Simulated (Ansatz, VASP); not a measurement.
# Two plane-wave programs on Nb

```
CELL_PARAMETERS angstrom
-1.65882 1.65882 1.65882
1.65882 -1.65882 1.65882
1.65882 1.65882 -1.65882
ATOMIC_POSITIONS crystal
Nb 0.00000 0.00000 0.00000
```

Alike in both runs: task single point; functional PBE; k mesh 8 × 8 × 8; occupations gaussian, width 0.1 eV; no spin polarisation.

```csv
,VASP,Ansatz
version,VASP 6.6.1,Ansatz 0.2.0
potentials or method,"VASP PAW PBE potentials, release 64 (Nb_sv), cutoff 500 eV","scalar-relativistic, plane waves, PAW"
valence electrons in the cell,13,13
```

|  | VASP | Ansatz | Ansatz less VASP |
| --- | --- | --- | --- |
| gap on the k mesh at the Fermi level (eV) | none | none | - |
| pressure (GPa) | -1.1 | -0.7 | +0.39 |

A gap of «none» marks a metal or a gap that the smearing closes.
